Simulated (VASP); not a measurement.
# LiH (Fm-3m) in VASP: notebook, part 2 of 2

VASP 6.6.1.

## Step 4: Relaxation of cell and atoms, PBEsol

This run uses another cell than the first one, of 8.45 Å³/atom, 1.473 times its volume.

Input file INCAR:

```
PREC     = Accurate       # precision mode
ENCUT    = 600            # plane-wave cutoff, eV
EDIFF    = 1E-6           # SCF threshold, eV
ISMEAR   = -1             # smearing method
SIGMA    = 0.1            # smearing width, eV
LREAL    = False          # projectors in reciprocal space
LASPH    = True           # aspherical terms in the spheres
NELM     = 100            # most SCF steps
ALGO     = Normal         # electronic algorithm
ISIF     = 3              # what is computed and relaxed
LWAVE    = False          # write WAVECAR
LCHARG   = False          # write CHGCAR
GGA      = PS             # functional
IBRION   = 2              # ionic algorithm
NSW      = 100            # ionic steps
EDIFFG   = -0.05          # ionic threshold
```

Input file KPOINTS:

```
regular mesh
0
Gamma
  7 7 7
```

Input file POSCAR:

```
LiH
1.0
    0.0000000000      2.0367500000      2.0367500000
    2.0367500000      0.0000000000      2.0367500000
    2.0367500000      2.0367500000      0.0000000000
Li H
1 1
Direct
    0.0000000000      0.0000000000      0.0000000000
    0.5000000000      0.5000000000      0.5000000000
```

Started as:

```bash
> cat potpaw_PBE.64/Li_sv/POTCAR potpaw_PBE.64/H/POTCAR > POTCAR
> mpirun -np 1 vasp_std > vasp.out
```

Run time: 4.1 s. Hardware: 1 thread of Intel Xeon Platinum 8375C at 2.90GHz (Ice Lake), shared host; peak memory 0.13 GiB.

It converged, with:

- Free energy: -6.1229 eV
- Relaxed volume: 7.90 Å³/atom
- Relaxed cell: a = 2.817 Å, b = 2.817 Å, c = 2.817 Å, α = 60.00°, β = 60.00°, γ = 60.00°
- Space group after relaxing (to 0.05 Å): Fm-3m (No. 225)
- Energy gained by relaxing: 4.8 meV/atom
- Ionic steps: 3
- Pressure after relaxing: -0.3 GPa
- Band gap on the k mesh: 3.24 eV, direct

The path:
```
step  energy change (eV)  largest force (eV/Å)  pressure (GPa)  volume (Å³)
   1              0.0000                0.0000           -2.44        16.90
   2             -0.0042                0.0000           -1.88        16.59
   3             -0.0096                0.0000           -0.26        15.80
```

Final structure:
```xyz
2
Lattice="0.0000 1.9917 1.9917 1.9917 0.0000 1.9917 1.9917 1.9917 0.0000" Properties=species:S:1:pos:R:3 pbc="T T T"
Li    0.0000    0.0000    0.0000
H     1.9917    1.9917    1.9917
```

Levels at points of the mesh, in eV from the valence-band top:
| k point | band 1 | band 2 | band 3 | band 4 | band 5 |
| --- | --- | --- | --- | --- | --- |
| (0.00, 0.00, 0.00) | -43.55 | -5.48 | 16.47 | 18.05 | 18.05 |

Caveat: the cutoff is under 1.25 times the usual one of these potentials, so pressure, stress and relaxed cells hold a basis-set (Pulay) error; the PAW data sets were made with another functional, which shifts forces and pressure a little.

## Step 5: Relaxation of cell and atoms, PBEsol, target pressure 5 GPa, at which the enthalpy is minimised

This run uses another cell than the first one, of 8.45 Å³/atom, 1.473 times its volume.

Input file INCAR:

```
PREC = Accurate
ENCUT = 600
EDIFF = 1E-7
ISMEAR = -1
SIGMA = 0.1
LREAL = False
LASPH = True
NELM = 60
ALGO = Normal
ISIF = 3
LWAVE = False
LCHARG = False
GGA = PS
IBRION = 2
NSW = 100
EDIFFG = -0.05
PSTRESS = 50.0
```

KPOINTS is that of step 4.

POSCAR is that of step 4.

Started as:

```bash
> cat potpaw_PBE.64/Li_sv/POTCAR potpaw_PBE.64/H/POTCAR > POTCAR
> mpirun -np 1 vasp_std > vasp.out
```

It took 6.4 s on 1 thread of Intel Xeon Platinum 8375C at 2.90GHz (Ice Lake), shared host; peak memory 0.13 GiB.

Results (log left out):

```yaml
Free_energy: -6.0980 eV
Relaxed_volume: 7.00 Å³/atom
Relaxed_cell: a = 2.706 Å, b = 2.706 Å, c = 2.706 Å, α = 60.00°, β = 60.00°, γ = 60.00°
Space_group_after_relaxing_to_0.05_Å: Fm-3m (No. 225)
Energy_change_on_relaxing_the_enthalpy_is_what_falls: +7.7 meV/atom
Ionic_steps: 4
Pressure_after_relaxing: 5.2 GPa
Band_gap_on_the_k_mesh: 3.19 eV, direct
```

The path:
| step | energy change (eV) | largest force (eV/Å) | pressure (GPa) | volume (Å³) |
| --- | --- | --- | --- | --- |
| 1 | 0.0000 | 0.0000 | -2.44 | 16.90 |
| 2 | -0.0092 | 0.0000 | -0.61 | 15.96 |
| 3 | 0.0021 | 0.0000 | 3.37 | 14.50 |
| 4 | 0.0153 | 0.0000 | 5.18 | 14.01 |

Final structure:
```
Li H
1.0
     0.00000    1.91316    1.91316
     1.91316    0.00000    1.91316
     1.91316    1.91316    0.00000
Li H
1 1
Direct
  0.00000 0.00000 0.00000
  0.50000 0.50000 0.50000
```

Levels at points of the mesh, in eV from the valence-band top:
| k point | band 1 | band 2 | band 3 | band 4 | band 5 | band 6 |
| --- | --- | --- | --- | --- | --- | --- |
| (0.00, 0.00, 0.00) | -43.45 | -5.92 | 18.16 | 19.33 | 19.33 | 19.33 |

Caveat: the cutoff is under 1.25 times the usual one of these potentials, so pressure, stress and relaxed cells hold a basis-set (Pulay) error; the cell is relaxed towards a set pressure, so the enthalpy falls and the energy may rise; the volume moved by over 15 % at a fixed basis, so the end points are rough; the PAW data sets were made with another functional, which shifts forces and pressure a little.

## Step 6: Relaxation of cell and atoms, PBEsol, target pressure 10 GPa, at which the enthalpy is minimised

This run uses another cell than the first one, of 8.45 Å³/atom, 1.473 times its volume.

Input file INCAR:

```
SYSTEM = LiH
PREC = Accurate
ENCUT = 600
EDIFF = 1E-7
ISMEAR = -1
SIGMA = 0.1
LREAL = .False.
LASPH = .True.
NELM = 80
ALGO = Normal
ISIF = 3
LWAVE = .False.
LCHARG = .False.
GGA = PS
IBRION = 2
NSW = 100
EDIFFG = -0.05
PSTRESS = 100.0
```

Input file KPOINTS:

```
regular mesh
0
Gamma
  7 7 7
  0 0 0
```

POSCAR is that of step 5.

Potentials or basis: VASP PAW PBE potentials, release 64 (Li_sv, H).

Started as:

```bash
> cat potpaw_PBE.64/Li_sv/POTCAR potpaw_PBE.64/H/POTCAR > POTCAR
> mpirun -np 1 vasp_std > vasp.out
```

Run time: 6.7 s. Hardware: 1 thread of Intel Xeon Platinum 8375C at 2.90GHz (Ice Lake), shared host; peak memory 0.13 GiB.

The run converged. Its results:

- Free energy: -6.0443 eV
- Relaxed volume: 6.44 Å³/atom
- Relaxed cell: a = 2.631 Å, b = 2.631 Å, c = 2.631 Å, α = 60.00°, β = 60.00°, γ = 60.00°
- Space group after relaxing (to 0.05 Å): Fm-3m (No. 225)
- Energy change on relaxing (the enthalpy is what falls): +34.5 meV/atom
- Ionic steps: 4
- Pressure after relaxing: 10.4 GPa
- Band gap on the k mesh: 3.15 eV, direct

The path:
```tsv
step	energy change (eV)	largest force (eV/Å)	pressure (GPa)	volume (Å³)
1	0.0000	0.0000	-2.44	16.90
2	-0.0088	0.0000	0.87	15.34
3	0.0314	0.0000	6.94	13.58
4	0.0690	0.0000	10.40	12.88
```

Final structure:
```xyz
2
Lattice="0.0000 1.8605 1.8605 1.8605 0.0000 1.8605 1.8605 1.8605 0.0000" Properties=species:S:1:pos:R:3 pbc="T T T"
Li    3.7209    1.8605    1.8605
H     1.8605    1.8605    1.8605
```

Levels at points of the mesh, in eV from the valence-band top:
```csv
k point,band 1,band 2,band 3,band 4,band 5,band 6
"(0.00, 0.00, 0.00)",-43.42,-6.23,19.42,20.27,20.27,20.27
```

Caveat: the cutoff is under 1.25 times the usual one of these potentials, so pressure, stress and relaxed cells hold a basis-set (Pulay) error; the cell is relaxed towards a set pressure, so the enthalpy falls and the energy may rise; the volume moved by over 15 % at a fixed basis, so the end points are rough; the PAW data sets were made with another functional, which shifts forces and pressure a little. A k mesh can miss the band edges.

## Step 7: Relaxation of cell and atoms, PBEsol, target pressure 20 GPa, at which the enthalpy is minimised

This run uses another cell than the first one, of 8.45 Å³/atom, 1.473 times its volume.

Input file INCAR:

```
SYSTEM = LiH
PREC = Accurate
ENCUT = 600
EDIFF = 1E-6
ISMEAR = -1
SIGMA = 0.1
LREAL = .FALSE.
LASPH = .TRUE.
NELM = 80
ALGO = Normal
ISIF = 3
LWAVE = .FALSE.
LCHARG = .FALSE.
GGA = PS
IBRION = 2
NSW = 100
EDIFFG = -0.05
PSTRESS = 200.0
```

Input file KPOINTS:

```
Automatic mesh
0
G
  7 7 7
  0 0 0
```

POSCAR is that of step 6.

Started as:

```bash
> cat potpaw_PBE.64/Li_sv/POTCAR potpaw_PBE.64/H/POTCAR > POTCAR
> mpirun -np 1 vasp_std > vasp.out
```

Wall time 6.6 s (1 thread of Intel Xeon Platinum 8375C at 2.90GHz (Ice Lake), shared host); peak memory 0.13 GiB.

It converged, with:

* Free energy: -5.9046 eV
* Relaxed volume: 5.70 Å³/atom
* Relaxed cell: a = 2.527 Å, b = 2.527 Å, c = 2.527 Å, α = 60.00°, β = 60.00°, γ = 60.00°
* Space group after relaxing (to 0.05 Å): Fm-3m (No. 225)
* Energy change on relaxing (the enthalpy is what falls): +104.3 meV/atom
* Ionic steps: 4
* Pressure after relaxing: 20.8 GPa
* Band gap on the k mesh: 3.06 eV, direct

Step by step:
```tsv
step	energy change (eV)	largest force (eV/Å)	pressure (GPa)	volume (Å³)
1	0.0000	0.0000	-2.44	16.90
2	0.0104	0.0000	4.57	14.17
3	0.1212	0.0000	14.54	12.20
4	0.2087	0.0000	20.76	11.40
```

Final structure:
```
CELL_PARAMETERS angstrom
0.00000 1.78652 1.78652
1.78652 0.00000 1.78652
1.78652 1.78652 0.00000
ATOMIC_POSITIONS crystal
Li 0.00000 0.00000 0.00000
H 0.50000 0.50000 0.50000
```

Levels at points of the mesh, in eV from the valence-band top:
```tsv
k point	band 1	band 2	band 3	band 4	band 5	band 6
(0.00, 0.00, 0.00)	-43.43	-6.67	21.38	21.69	21.69	21.69
```

Caveat: the cutoff is under 1.25 times the usual one of these potentials, so pressure, stress and relaxed cells hold a basis-set (Pulay) error; the cell is relaxed towards a set pressure, so the enthalpy falls and the energy may rise; the volume moved by over 15 % at a fixed basis, so the end points are rough; the PAW data sets were made with another functional, which shifts forces and pressure a little.

## Step 8: Summary

| task | cell | cutoff (eV) | gap on the mesh (eV) | pressure (GPa) |
| --- | --- | --- | --- | --- |
| single point | a = 2.531 Å, angles 60.0°, 2 atoms | 520 | 3.06 | - |
| single point | a = 2.814 Å, angles 60.0°, 2 atoms | 520 | 3.24 | - |
| relaxation of cell and atoms | relaxed from a = 2.880 Å, angles 60.0°, 2 atoms | 600 | 3.24 | -0.3 |
| relaxation of cell and atoms | relaxed to 5 GPa from a = 2.880 Å, angles 60.0°, 2 atoms | 600 | 3.19 | 5.2 |
| relaxation of cell and atoms | relaxed to 10 GPa from a = 2.880 Å, angles 60.0°, 2 atoms | 600 | 3.15 | 10.4 |
| relaxation of cell and atoms | relaxed to 20 GPa from a = 2.880 Å, angles 60.0°, 2 atoms | 600 | 3.06 | 20.8 |

Alike in all rows: level PBEsol; potentials or basis VASP PAW PBE potentials, release 64 (Li_sv, H); no spin polarisation; k mesh 7 × 7 × 7; smearing fermi-dirac 0.1 eV.

Caveats: some runs use coarse meshes; the cutoff is under 1.25 times the usual one of these potentials, so pressure, stress and relaxed cells hold a basis-set (Pulay) error; the PAW data sets were made with another functional, which shifts forces and pressure a little; the cell is relaxed towards a set pressure, so the enthalpy falls and the energy may rise (some runs); the volume moved by over 15 % at a fixed basis, so the end points are rough (some runs).

Total energies depend on the potentials used, so only differences within one code and one set of settings carry meaning.
